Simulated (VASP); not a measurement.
# Ta (Im-3m) in VASP: single point with PBEsol

Aim: the single point of Ta with PBEsol.

Everything below comes from runs of VASP 6.6.1. Logs are shortened: lines on timing, memory, paths and dates and some standing lists are left out, and cuts for length are marked.

## 1. The cell of the first run

The structure is cubic, space group Im-3m (No. 229). The conventional cell has a = 3.283 Å, b = 3.283 Å, c = 3.283 Å, α = 90.00°, β = 90.00°, γ = 90.00°. Ta (site symmetry m-3m) has 14 Ta at 2.84 to 3.28 Å within 3.7 Å.

## 2. Single point, PBEsol

Contents of INCAR:

```
PREC = Accurate
ENCUT = 520
EDIFF = 1E-6
ISMEAR = 0
SIGMA = 0.3
LREAL = F
LASPH = T
NELM = 80
ALGO = Fast
ISIF = 2
LWAVE = F
LCHARG = T
GGA = PS
LELF = T
LVHAR = T
NBANDS = 12
```

Contents of KPOINTS:

```
regular mesh
0
Gamma
  32 32 32
```

Contents of POSCAR:

```
Ta
1.0
   -1.6414158835      1.6414158835      1.6414158835
    1.6414158835     -1.6414158835      1.6414158835
    1.6414158835      1.6414158835     -1.6414158835
Ta
1
Direct
    0.0000000000      0.0000000000      0.0000000000
```

Potentials or basis: VASP PAW PBE potentials, release 64 (Ta_pv).

Launch:

```sh
$ cat potpaw_PBE.64/Ta_pv/POTCAR > POTCAR
$ mpirun -np 1 vasp_std > vasp.out
```

OUTCAR:

```text
PREC = Accurate
   ENCUT = 520
   EDIFF = 1E-6
   ISMEAR = 0
   LREAL = F
   LASPH = T
   NELM = 80
   ISIF = 2
   GGA = PS

 ion  position               nearest neighbor table
   1  0.000  0.000  0.000-

  LATTYP: Found a body centered cubic cell.
 ALAT       =     3.2828317670

  Lattice vectors:

 A1 = (  -1.6414158835,   1.6414158835,   1.6414158835)
 A2 = (   1.6414158835,  -1.6414158835,   1.6414158835)
 A3 = (   1.6414158835,   1.6414158835,  -1.6414158835)

Analysis of symmetry for initial positions (statically):
=====================================================================
 Subroutine PRICEL returns:
 Original cell was already a primitive cell.

 Routine SETGRP: Setting up the symmetry group for a
 body centered cubic supercell.

 Subroutine GETGRP returns: Found 48 space group operations
[... 9 lines left out ...]

 Routine SETGRP: Setting up the symmetry group for a
 body centered cubic supercell.

 Subroutine GETGRP returns: Found 48 space group operations
[... 11 lines left out ...]
                                     Primitive cell

  volume of cell :      17.6895

  direct lattice vectors                    reciprocal lattice vectors
    -1.641415883  1.641415883  1.641415883     0.000000000  0.304615061  0.304615061
     1.641415883 -1.641415883  1.641415883     0.304615061  0.000000000  0.304615061
     1.641415883  1.641415883 -1.641415883     0.304615061  0.304615061  0.000000000

  length of vectors
     2.843015707  2.843015707  2.843015707     0.430790751  0.430790751  0.430790751

  position of ions in fractional coordinates (direct lattice)
     0.000000000  0.000000000  0.000000000

  ion indices of the primitive-cell ions
   primitive index   ion index
                 1           1

----------------------------------------------------------------------------------------

 KPOINTS: regular mesh

Automatic generation of k-mesh.
 Grid dimensions read from file:
 generate k-points for:   32   32   32

 Generating k-lattice:

  Cartesian coordinates                     Fractional coordinates (reciprocal lattice)
     0.000000000  0.009519221  0.009519221     0.031250000  0.000000000  0.000000000
     0.009519221  0.000000000  0.009519221     0.000000000  0.031250000  0.000000000
     0.009519221  0.009519221  0.000000000     0.000000000  0.000000000  0.031250000

  Length of vectors
     0.013462211  0.013462211  0.013462211

  Shift w.r.t. Gamma in fractional coordinates (k-lattice)
     0.000000000  0.000000000  0.000000000

 Subroutine IBZKPT returns following result:
 ===========================================

 Found    897 irreducible k-points:

 Following reciprocal coordinates:
            Coordinates               Weight
  0.000000  0.000000  0.000000      1.000000
  0.031250  0.000000  0.000000     12.000000
  0.062500  0.000000  0.000000     12.000000
  0.093750  0.000000  0.000000     12.000000
  0.125000  0.000000  0.000000     12.000000
  0.156250  0.000000  0.000000     12.000000
[... 16 lines left out ...]
  0.187500  0.031250  0.000000     48.000000
  0.218750  0.031250  0.000000     48.000000
 [... further k-points ...]
   k-points           NKPTS =    897   k-points in BZ     NKDIM =    897   number of bands    NBANDS=     12
   number of dos      NEDOS =    301   number of ions     NIONS =      1
   total plane-waves  NPLWV =  13824
   dimension x,y,z NGX =    24 NGY =   24 NGZ =   24
   dimension x,y,z NGXF=    48 NGYF=   48 NGZF=   48
   ions per type =               1
   NGX,Y,Z   is equivalent  to a cutoff of  14.03, 14.03, 14.03 a.u.
   NGXF,Y,Z  is equivalent  to a cutoff of  28.07, 28.07, 28.07 a.u.
 SYSTEM =  unknown system
   PREC   = accura    normal or accurate (medium, high low for compatibility)
   ISTART =      0    job   : 0-new  1-cont  2-samecut
   ICHARG =      2    charge: 1-file 2-atom 10-const
   ISPIN  =      1    spin polarized calculation?
   LNONCOLLINEAR =      F non collinear calculations
   LSORBIT =      F    spin-orbit coupling
   LASPH  =      T    aspherical Exc in radial PAW
   ENCUT  =  520.0 eV  38.22 Ry    6.18 a.u.   5.29  5.29  5.29*2*pi/ulx,y,z
   NELM   =     80;   NELMIN=  2; NELMDL= -5     # of ELM steps
   EDIFF  = 0.1E-05   stopping-criterion for ELM
   LREAL  =      F    real-space projection
   EDIFFG = 0.1E-04   stopping-criterion for IOM
   NSW    =      0    number of steps for IOM
   IBRION =     -1    ionic relax: 0-MD 1-quasi-New 2-CG
   NFREE  =      0    steps in history (QN), initial steepest desc. (CG)
   ISIF   =      2    stress and relaxation
   ISYM   =      2    0-nonsym 1-usesym 2-fastsym
   POTIM  = 0.5000    time-step for ionic-motion
   TEBEG  =    0.0;   TEEND  =   0.0 temperature during run
   PSTRESS=    0.0 pullay stress
   NELECT =      11.0000    total number of electrons
   NUPDOWN=      -1.0000    fix difference up-down
   EMIN   =  10.00;   EMAX   =-10.00  energy-range for DOS
   EFERMI =   0.00;   METHOD = LEGACY
   ISMEAR =     0;   SIGMA  =   0.30  broadening in eV -4-tet -1-fermi 0-gaus
   EFERMI_NEDOS =   21; number of points for ismear=-14 and -15
   IALGO  =     68    algorithm
   IMIX   =      4    mixing-type and parameters
     AMIX     =   0.40;   BMIX     =  1.00
     AMIX_MAG =   1.60;   BMIX_MAG =  1.00
  volume/ion in A,a.u.               =      17.69       119.37
  Fermi-wavevector in a.u.,A,eV,Ry     =   1.397335  2.640580 26.565976  1.952544
  Thomas-Fermi vector in A             =   2.520601
   LORBIT       =      0    0 simple, 1 ext, 2 COOP (PROOUT), +10 PAW based schemes
   GGA     = PS    functional components
   LHFCALC =     F    Hartree Fock is set to
   AEXX    =    0.0000 exact exchange contribution
   IVDW    =     0    specifies the selected vdW correction
   LEPSILON=     F    determine dielectric tensor
   LRPA    =     F    only Hartree local field effects (RPA)
 non-spin polarized calculation
 RMM-DIIS sequential band-by-band and
 Gauss-broadening in eV      SIGMA  =   0.30
  energy-cutoff  :      520.00
  volume of cell :       17.69
 maximum number of plane-waves:       490
 NGX is ok and might be reduce to    24
   NGX = 11   NGY = 11   NGZ = 11

 number of electron      11.0000002 magnetization

 Free energy of the ion-electron system (eV)
  ---------------------------------------------------
  ext. energy  EPLUGINS =         0.00000000
  ---------------------------------------------------
  free energy    TOTEN  =       -12.58024652 eV

  energy without entropy =      -12.52189809  energy(sigma->0) =      -12.55107230

 E-fermi :   5.4807     XC(G=0): -12.8207

 val. band max:        5.4805148086   @ k =  -0.3125   0.3125   0.1562
 cond. band min:       5.4809747206   @ k =  -0.2188   0.2500   0.0938
 fundamental gap:      0.0004599120
 Fermi energy:         5.4806813154

 k-point     1 :       0.0000    0.0000    0.0000
  band No.  band energies     occupation
      1     -27.4841      2.00000
      2     -27.4841      2.00000
      3     -27.4841      2.00000
      4      -2.5314      2.00000
      5       6.1879      0.00086
      6       6.1879      0.00086
      7       6.1879      0.00086
      8       9.5223      0.00000
      9       9.5223      0.00000
     10      20.5928      0.00000
     11      20.5928      0.00000
     12      20.5928      0.00000

 k-point     2 :       0.0312    0.0000    0.0000
  band No.  band energies     occupation
      1     -27.4973      2.00000
      2     -27.4881      2.00000
      3     -27.4841      2.00000
      4      -2.4863      2.00000
      5       6.1580      0.00141
      6       6.1804      0.00097
      7       6.2319      0.00040
      8       9.4705      0.00000
      9       9.5221      0.00000
     10      20.6350      0.00000
     11      20.6718      0.00000
     12      20.7169      0.00000

 k-point     3 :       0.0625    0.0000    0.0000
  band No.  band energies     occupation
      1     -27.5362      2.00000
      2     -27.5000      2.00000
      3     -27.4844      2.00000
      4      -2.3521      2.00000
      5       6.0710      0.00539
      6       6.1543      0.00150
      7       6.3636      0.00003
      8       9.3316      0.00000
      9       9.5223      0.00000
     10      20.7557      0.00000
     11      20.9059      0.00000
     12      21.0706      0.00000

 k-point     4 :       0.0938    0.0000    0.0000
  band No.  band energies     occupation
      1     -27.5990      2.00000
      2     -27.5193      2.00000
      3     -27.4848      2.00000
      4      -2.1336      2.00000
      5       5.9336      0.03277
      6       6.0999      0.00351
      7       6.5816      0.00000
      8       9.1483      0.00000
      9       9.5255      0.00000
     10      20.9368      0.00000
     11      21.2878      0.00000
     12      21.6015      0.00000

 k-point     5 :       0.1250    0.0000    0.0000
  band No.  band energies     occupation
      1     -27.6826      2.00000
      2     -27.5451      2.00000
      3     -27.4853      2.00000
      4      -1.8386      2.00000
      5       5.7560      0.19438
      6       6.0050      0.01345
      7       6.8839      0.00000
      8       8.9733      0.00000
      9       9.5353      0.00000
     10      21.1427      0.00000
     11      21.8063      0.00000
     12      22.2220      0.00000
[... 228 lines left out ...]
      1     -27.7395      2.00000
      2     -27.5580      2.00000
      3     -27.4903      2.00000
      4      -1.6349      2.00000
      5       5.6546      0.41235
      6       5.9034      0.04630
      7       7.1111      0.00000
      8       8.8621      0.00000
      9       9.5725      0.00000
     10      21.2676      0.00000
     11      22.1671      0.00000
     12      22.4609      0.00000

 k-point    22 :       0.1562    0.0312    0.0000
  band No.  band energies     occupation
      1     -27.8454      2.00000
      2     -27.5921      2.00000
      3     -27.4910      2.00000
      4      -1.2489      2.00000
      5       5.4380      1.15951
      6       5.7445      0.21354
      7       7.5344      0.00000
      8       8.7734      0.00000
      9       9.6086      0.00000
     10      20.1919      0.00000
     11      21.4009      0.00000
     12      22.8156      0.00000

 k-point    23 :       0.1875    0.0312    0.0000
  band No.  band energies     occupation
      1     -27.9610      2.00000
      2     -27.6298      2.00000
      3     -27.4918      2.00000
      4      -0.8236      2.00000
      5       5.2104      1.79734
      6       5.5631      0.69773
      7       8.0312      0.00000
      8       8.7646      0.00000
      9       9.6591      0.00000
     10      20.1903      0.00000
     11      21.3535      0.00000
     12      23.2118      0.00000

 k-point    24 :       0.2188    0.0312    0.0000
  band No.  band energies     occupation
      1     -28.0815      2.00000
      2     -27.6695      2.00000
      3     -27.4927      2.00000
      4      -0.3836      2.00000
      5       4.9819      1.98128
      6       5.3956      1.31155
      7       8.5904      0.00000
      8       8.8322      0.00000
      9       9.7256      0.00000
     10      20.1876      0.00000
     11      21.0707      0.00000
     12      22.8301      0.00000

 [... further k-points ...]
[... 5 lines left out ...]
  --------------------------------------------------------------------------------------
  -------------------------------------------------------------------------------------
  Total        0.0220409      0.0220409      0.0220409     -0.0000000     -0.0000000      0.0000000
  in kB        1.9962963      1.9962963      1.9962963     -0.0000000     -0.0000000      0.0000000
  external PRESSURE =       1.9962963 kB  Pullay stress =       0.0000000 kB

 VOLUME and BASIS-vectors are now :
 -----------------------------------------------------------------------------
  energy-cutoff  :      520.00
  volume of cell :       17.69
      direct lattice vectors                 reciprocal lattice vectors
    -1.641415883  1.641415883  1.641415883     0.000000000  0.304615061  0.304615061
     1.641415883 -1.641415883  1.641415883     0.304615061  0.000000000  0.304615061
     1.641415883  1.641415883 -1.641415883     0.304615061  0.304615061  0.000000000

 POSITION                                       TOTAL-FORCE (eV/Angst)
 -----------------------------------------------------------------------------------
      0.00000      0.00000      0.00000         0.000000      0.000000      0.000000
 -----------------------------------------------------------------------------------
    total drift:                                0.000000      0.000000      0.000000

  FREE ENERGIE OF THE ION-ELECTRON SYSTEM (eV)
  ---------------------------------------------------
  free  energy   TOTEN  =       -12.5802465187 eV

  energy  without entropy=      -12.5218980909  energy(sigma->0) =      -12.55107230
```

It took 1.9 min on 1 thread of Intel Xeon Platinum 8259CL at 2.50GHz (Skylake/Cascade Lake), shared host; peak memory 0.3 GiB.

What came out:

```yaml
Free_energy: -12.5802 eV
Pressure: 0.2 GPa
```

Levels at points of the mesh, in eV from the Fermi level:
```
           k point  band 3  band 4  band 5  band 6  band 7  band 8  band 9  band 10
(0.00, 0.00, 0.00)  -32.96   -8.01    0.71    0.71    0.71    4.04    4.04    15.11
(0.50, 0.00, 0.00)  -32.97   -4.48   -1.62    1.68    3.93    4.98    7.97    11.99
(0.50, 0.50, 0.50)  -33.84   -3.93   -3.93    6.98    6.98    6.98    8.81     8.81
```

Caveat: the PAW data sets were made with another functional, which shifts forces and pressure a little; spin-orbit coupling is left out, which moves the levels of the heavy elements.
